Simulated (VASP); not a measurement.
# CaO (Fm-3m) in VASP: a series of runs, part 3 of 3

VASP 6.6.1. The steps go on from the part before.

## (4) Single point, LDA

Input file INCAR:

```
SYSTEM = CaO
ALGO = Normal
EDIFF = 1E-6
ENCUT = 600
GGA_COMPAT = .False.
ISIF = 2
ISMEAR = 0
LASPH = .True.
LCHARG = .True.
LELF = .True.
LREAL = .False.
LVHAR = .True.
LWAVE = .False.
NBANDS = 15
NELM = 120
PREC = Accurate
SIGMA = 0.01
```

Input file KPOINTS:

```
k-points
0
Gamma
  4 4 4
  0 0 0
```

Input file POSCAR:

```
CaO
1.0
    0.0000000000      2.3975501260      2.3975501260
    2.3975501260      0.0000000000      2.3975501260
    2.3975501260      2.3975501260      0.0000000000
Ca O
1 1
Direct
    0.0000000000      0.0000000000      0.0000000000
    0.5000000000      0.5000000000      0.5000000000
```

Potentials or basis: VASP PAW LDA potentials, release 64 (Ca_sv, O).

Started as:

```
$ cat potpaw_LDA.64/Ca_sv/POTCAR potpaw_LDA.64/O/POTCAR > POTCAR
$ mpirun -np 1 vasp_std > vasp.out
```

OUTCAR:

```text
SYSTEM = CaO
   EDIFF = 1E-6
   ENCUT = 600
   ISIF = 2
   ISMEAR = 0
   LASPH = .True.
   LREAL = .False.
   NELM = 120
   PREC = Accurate

 ion  position               nearest neighbor table
   1  0.000  0.000  0.000-   2 2.40   2 2.40   2 2.40   2 2.40   2 2.40   2 2.40
   2  0.500  0.500  0.500-   1 2.40   1 2.40   1 2.40   1 2.40   1 2.40   1 2.40

  LATTYP: Found a face centered cubic cell.
 ALAT       =     4.7951002520

  Lattice vectors:

 A1 = (   0.0000000000,   2.3975501260,   2.3975501260)
 A2 = (   2.3975501260,   0.0000000000,   2.3975501260)
 A3 = (   2.3975501260,   2.3975501260,   0.0000000000)

Analysis of symmetry for initial positions (statically):
=====================================================================
 Subroutine PRICEL returns:
 Original cell was already a primitive cell.

 Routine SETGRP: Setting up the symmetry group for a
 face centered cubic supercell.

 Subroutine GETGRP returns: Found 48 space group operations
 (whereof 48 operations were pure point group operations)
 out of a pool of 48 trial point group operations.

[... 157 lines left out ...]
      4     -16.0226      2.00000
      5     -13.1609      2.00000
      6       2.0612      2.00000
      7       2.0612      2.00000
      8       2.0612      2.00000
      9       6.6762      0.00000
     10       8.1787      0.00000
     11       8.1787      0.00000
     12       8.1787      0.00000
     13       9.7518      0.00000
     14       9.7518      0.00000
[... 113 lines left out ...]
      2     -16.4846      2.00000
      3     -16.4775      2.00000
      4     -16.4775      2.00000
      5     -12.4869      2.00000
      6       0.7320      2.00000
      7       0.9841      2.00000
      8       0.9841      2.00000
      9       8.2699      0.00000
     10       8.2699      0.00000
     11      10.4764      0.00000
     12      11.6442      0.00000
     13      12.0827      0.00000
     14      15.7404      0.00000
     15      16.1550      0.00000

------------------------ aborting loop because EDIFF is reached ----------------------------------------

  FORCE on cell =-STRESS in cart. coord.  units (eV):
  Direction    XX          YY          ZZ          XY          YZ          ZX
  --------------------------------------------------------------------------------------
  -------------------------------------------------------------------------------------
  Total       -0.9557340     -0.9557340     -0.9557340     -0.0000000      0.0000000      0.0000000
  in kB      -55.5539001    -55.5539001    -55.5539001     -0.0000000      0.0000000      0.0000000
  external PRESSURE =     -55.5539001 kB  Pullay stress =       0.0000000 kB

 VOLUME and BASIS-vectors are now :
 -----------------------------------------------------------------------------
  energy-cutoff  :      600.00
  volume of cell :       27.56
      direct lattice vectors                 reciprocal lattice vectors
     0.000000000  2.397550126  2.397550126    -0.208546213  0.208546213  0.208546213
     2.397550126  0.000000000  2.397550126     0.208546213 -0.208546213  0.208546213
     2.397550126  2.397550126  0.000000000     0.208546213  0.208546213 -0.208546213

 POSITION                                       TOTAL-FORCE (eV/Angst)
 -----------------------------------------------------------------------------------
      0.00000      0.00000      0.00000         0.000000     -0.000000     -0.000000
      2.39755      2.39755      2.39755        -0.000000      0.000000      0.000000
 -----------------------------------------------------------------------------------
    total drift:                                0.000000      0.000000      0.000000

  FREE ENERGIE OF THE ION-ELECTRON SYSTEM (eV)
  ---------------------------------------------------
  free  energy   TOTEN  =       -14.1970624918 eV

  energy  without entropy=      -14.1970624918  energy(sigma->0) =      -14.19706249
```

It used 5.4 s of CPU time on 1 thread of AMD EPYC 7R13 Processor (Zen 3), with other jobs on the host.

What came out:

```
Free energy            : -14.1971 eV
Pressure               : -5.6 GPa
Band gap on the k mesh : 3.45 eV, indirect (least direct gap 3.82 eV)
```

Levels at points of the mesh, in eV from the valence-band top:
```
           k point  band 6  band 7  band 8  band 9  band 10  band 11
(0.00, 0.00, 0.00)    0.00    0.00    0.00    4.62     6.12     6.12
(0.50, 0.00, 0.00)   -2.73   -1.25   -1.25    6.98     8.34     8.34
(0.50, 0.50, 0.00)   -1.31   -0.38   -0.38    3.45     8.06     8.91
```

Caveat: the k points lie up to 0.57 Å⁻¹ apart.

## (5) Single point, r2SCAN

POSCAR is that of step 4.

Input file INCAR.step1:

```
SYSTEM = CaO
PREC = Accurate
ENCUT = 660
ISMEAR = 0
SIGMA = 0.01
LREAL = .False.
LASPH = .True.
NELM = 120
NBANDS = 15
GGA = PE
ALGO = Normal
EDIFF = 1E-5
LWAVE = .True.
LCHARG = .False.
GGA_COMPAT = .False.
```

Input file INCAR.step2:

```
SYSTEM = CaO
PREC = Accurate
ENCUT = 660
EDIFF = 1E-6
ISMEAR = 0
SIGMA = 0.01
LREAL = .False.
LASPH = .True.
NELM = 120
ALGO = Normal
ISIF = 2
LWAVE = .False.
LCHARG = .False.
METAGGA = R2SCAN
LMIXTAU = .True.
NBANDS = 15
ISTART = 1
GGA_COMPAT = .False.
```

Input file KPOINTS:

```
regular mesh
0
Gamma
  4 4 4
  0 0 0
```

Potentials or basis: VASP PAW PBE potentials, release 64 (Ca_sv, O).

Started as:

```
$ cat potpaw_PBE.64/Ca_sv/POTCAR potpaw_PBE.64/O/POTCAR > POTCAR
$ cp INCAR.step1 INCAR
$ mpirun -np 1 vasp_std > vasp.out
$ cp INCAR.step2 INCAR
$ mpirun -np 1 vasp_std > vasp.out
```

It took 35 s on 1 thread of AMD EPYC 7R13 (Zen 3), shared host; peak memory 0.13 GiB.

Results (log left out):

| Property | Result |
| --- | --- |
| Free energy | -19.4552 eV |
| Pressure | 0.9 GPa |
| Band gap on the k mesh | 4.18 eV, indirect (least direct gap 4.56 eV) |

Levels at points of the mesh, in eV from the valence-band top:
| k point | band 6 | band 7 | band 8 | band 9 | band 10 | band 11 |
| --- | --- | --- | --- | --- | --- | --- |
| (0.00, 0.00, 0.00) | 0.00 | 0.00 | 0.00 | 5.48 | 6.87 | 6.87 |
| (0.50, 0.00, 0.00) | -2.62 | -1.21 | -1.21 | 7.73 | 9.08 | 9.08 |
| (0.50, 0.50, 0.00) | -1.29 | -0.37 | -0.37 | 4.18 | 8.81 | 9.67 |

Caveat: the k points lie up to 0.57 Å⁻¹ apart; the PAW data sets were made with another functional, which shifts forces and pressure a little. A k mesh can miss the band edges.

## (6) Single point, PBE

Input file INCAR:

```
SYSTEM = CaO
PREC = Accurate
ENCUT = 600
EDIFF = 1E-6
ISMEAR = 0
SIGMA = 0.01
LREAL = .False.
LASPH = .True.
NELM = 120
ALGO = Normal
ISIF = 2
LWAVE = .False.
LCHARG = .False.
GGA = PE
NBANDS = 15
GGA_COMPAT = .False.
```

Input file KPOINTS:

```
regular mesh
0
Gamma
  8 8 8
  0 0 0
```

POSCAR is that of step 5.

Potentials or basis: VASP PAW PBE potentials, release 64 (Ca_sv, O).

Started as:

```
$ cat potpaw_PBE.64/Ca_sv/POTCAR potpaw_PBE.64/O/POTCAR > POTCAR
$ mpirun -np 1 vasp_std > vasp.out
```

Run time: 24 s. Hardware: 1 thread of AMD EPYC 7R13 (Zen 3), shared host; peak memory 0.13 GiB.

The run converged. Its results:

| Property | Result |
| --- | --- |
| Free energy | -12.8001 eV |
| Pressure | 2.9 GPa |
| Band gap on the k mesh | 3.63 eV, indirect (least direct gap 4.01 eV) |

Levels at points of the mesh, in eV from the valence-band top:
| k point | band 4 | band 5 | band 6 | band 7 | band 8 | band 9 | band 10 | band 11 | band 12 | band 13 |
| --- | --- | --- | --- | --- | --- | --- | --- | --- | --- | --- |
| (0.00, 0.00, 0.00) | -18.37 | -15.55 | 0.00 | 0.00 | 0.00 | 4.77 | 6.24 | 6.24 | 6.24 | 7.76 |
| (0.50, 0.00, 0.00) | -18.42 | -14.32 | -2.66 | -1.22 | -1.22 | 7.08 | 8.39 | 8.39 | 8.56 | 10.48 |
| (0.50, 0.50, 0.00) | -18.60 | -15.31 | -1.30 | -0.37 | -0.37 | 3.63 | 8.10 | 8.93 | 9.58 | 9.58 |

A k mesh can miss the band edges. As with any semilocal functional, this PBE gap is likely too small.

## (7) Single point, HSE06

POSCAR is that of step 6.

Input file INCAR.step1:

```
PREC = Accurate ; ENCUT = 520
EDIFF = 1E-5 ; ISMEAR = 0
SIGMA = 0.01 ; LREAL = False
LASPH = True ; NELM = 120
ALGO = Normal ; ISIF = 2
LWAVE = True ; LCHARG = False
NBANDS = 15 ; GGA = PE
GGA_COMPAT = False
```

Input file INCAR.step2:

```
PREC = Accurate ; ENCUT = 520
EDIFF = 1E-6 ; ISMEAR = 0
SIGMA = 0.01 ; LREAL = False
LASPH = True ; NELM = 120
ALGO = Normal ; ISIF = 2
LWAVE = False ; LCHARG = False
GGA = PE ; LHFCALC = True
HFSCREEN = 0.2079 ; PRECFOCK = Normal
NBANDS = 15 ; ISTART = 1
GGA_COMPAT = False
```

Input file KPOINTS:

```
regular mesh
0
Gamma
  4 4 4
```

Started as:

```
$ cat potpaw_PBE.64/Ca_sv/POTCAR potpaw_PBE.64/O/POTCAR > POTCAR
$ cp INCAR.step1 INCAR
$ mpirun -np 1 vasp_std > vasp.out
$ cp INCAR.step2 INCAR
$ mpirun -np 1 vasp_std > vasp.out
```

It took 6.3 min on 1 thread of AMD EPYC 7R13 (Zen 3), shared host; peak memory 0.22 GiB.

Results (log left out):

| Item | Value |
| --- | --- |
| Free energy | -14.8751 eV |
| Pressure | 1.0 GPa |
| Band gap on the k mesh | 5.29 eV, indirect (least direct gap 5.72 eV) |

Levels at points of the mesh, in eV from the valence-band top:
```csv
k point,band 5,band 6,band 7,band 8,band 9,band 10,band 11,band 12
"(0.00, 0.00, 0.00)",-17.05,0.00,0.00,0.00,6.29,8.21,8.21,8.21
"(0.50, 0.00, 0.00)",-15.61,-2.83,-1.27,-1.27,9.07,10.12,10.64,10.64
"(0.50, 0.50, 0.00)",-16.79,-1.44,-0.42,-0.42,5.29,10.20,11.18,11.98
```

Caveat: the k points lie up to 0.57 Å⁻¹ apart; the PAW data sets were made with another functional, which shifts forces and pressure a little. A k mesh can miss the band edges.

## (8) The runs side by side

| level | potentials or basis | k mesh | cutoff (eV) | grid for exact exchange (PRECFOCK) | screening parameter | gap on the mesh (eV) | pressure (GPa) |
| --- | --- | --- | --- | --- | --- | --- | --- |
| PBE | VASP PAW PBE potentials, release 64 (Ca_sv, O) | 4 × 4 × 4 | 600 | - | - | 3.63 | 3.0 |
| LDA | VASP PAW LDA potentials, release 64 (Ca_sv, O) | 4 × 4 × 4 | 600 | - | - | 3.45 | -5.6 |
| r2SCAN | VASP PAW PBE potentials, release 64 (Ca_sv, O) | 4 × 4 × 4 | 660 | - | - | 4.18 | 0.9 |
| PBE | VASP PAW PBE potentials, release 64 (Ca_sv, O) | 8 × 8 × 8 | 600 | - | - | 3.63 | 2.9 |
| HSE06 | VASP PAW PBE potentials, release 64 (Ca_sv, O) | 4 × 4 × 4 | 520 | Normal | 0.2079 1/Å | 5.29 | 1.0 |

Alike in all rows: task single point; no spin polarisation; cell as given; smearing gaussian 0.01 eV.

Caveats: some runs use coarse meshes; the PAW data sets were made with another functional, which shifts forces and pressure a little (some runs).

Absolute energies hang on the potentials; compare differences alone.
